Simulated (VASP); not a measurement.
Input of a VASP 6.6.1 run:

POSCAR

```
Ru
1.0
    0.0000000000      2.6323769704      2.6323769704
    2.6323769704      0.0000000000      2.6323769704
    2.6323769704      2.6323769704      0.0000000000
Ru
2
Direct
    0.1250000000      0.1250000000      0.1250000000
    0.8750000000      0.8750000000      0.8750000000
```

INCAR.step1

```
ALGO = Normal ; EDIFF = 1E-5
ENCUT = 620 ; GGA = PE
GGA_COMPAT = F ; ISMEAR = -1
ISPIN = 2 ; LASPH = T
LCHARG = F ; LMAXMIX = 4
LREAL = F ; LWAVE = T
MAGMOM = 1 1 ; NBANDS = 27
NELM = 200 ; PREC = Accurate
SIGMA = 0.05
```

INCAR.step2

```
ALGO = Normal ; EDIFF = 1E-6
ENCUT = 620 ; GGA_COMPAT = F
ISIF = 2 ; ISMEAR = -1
ISPIN = 2 ; ISTART = 1
LASPH = T ; LCHARG = F
LMAXMIX = 4 ; LMIXTAU = T
LORBIT = 11 ; LREAL = F
LWAVE = F ; MAGMOM = 1 1
METAGGA = R2SCAN ; NBANDS = 27
NELM = 200 ; PREC = Accurate
SIGMA = 0.05
```

KPOINTS

```
k-points
0
Gamma
  11 11 11
```

Potentials or basis: VASP PAW PBE potentials, release 64 (Ru_sv).

Command:

```sh
$ cat potpaw_PBE.64/Ru_sv/POTCAR > POTCAR
$ cp INCAR.step1 INCAR
$ mpirun -np 1 vasp_std > vasp.out
$ cp INCAR.step2 INCAR
$ mpirun -np 1 vasp_std > vasp.out
```

Q: Estimate the net moment.

A: 0.00 μB per cell.

Q: Predict the pressure.

A: 18.2 GPa.

Caveat: the cell stands under pressure; the PAW data sets were made with another functional, which shifts forces and pressure a little.
